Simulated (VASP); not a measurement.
Here is a VASP 6.6.1 calculation.

Contents of INCAR:

```
ALGO = Normal
EDIFF = 1E-7
ENCUT = 520
GGA = PE
ISIF = 2
ISMEAR = -1
LASPH = True
LCHARG = False
LREAL = False
LWAVE = False
NBANDS = 23
NELM = 100
PREC = Accurate
SIGMA = 0.06122561905347299
```

Contents of KPOINTS:

```
k-points
0
Gamma
  9 9 9
```

File POSCAR:

```
CeO3
1.0
    4.3094797706      0.0000000000      0.0000000000
    0.0000000000      4.3094797706      0.0000000000
    0.0000000000      0.0000000000      4.3094797706
Ce O
1 3
Direct
    0.0000000000      0.0000000000      0.0000000000
    0.5000000000      0.0000000000      0.0000000000
    0.0000000000      0.5000000000      0.0000000000
    0.0000000000      0.0000000000      0.5000000000
```

Potentials or basis: VASP PAW PBE potentials, release 64 (Ce, O).

Run with:

```sh
$ cat potpaw_PBE.64/Ce/POTCAR potpaw_PBE.64/O/POTCAR > POTCAR
$ mpirun -np 1 vasp_std > vasp.out
```

Q: Estimate the pressure.

A: 0.9 GPa.

Q: Predict the band gap on the k mesh.

A: Zero (band 15 reaches -0.37 eV, above the bottom of band 16 at -1.08 eV).

Caveat: spin-orbit coupling is left out, which moves the levels of the heavy elements; the run has no spin polarisation, though such a crystal can be magnetic; without U or exact exchange the open f shell lies at the Fermi level, which spoils levels, moments and volumes. With open d or f shells a metallic result of PBE can be an artefact of self-interaction; +U or a hybrid may open a gap.
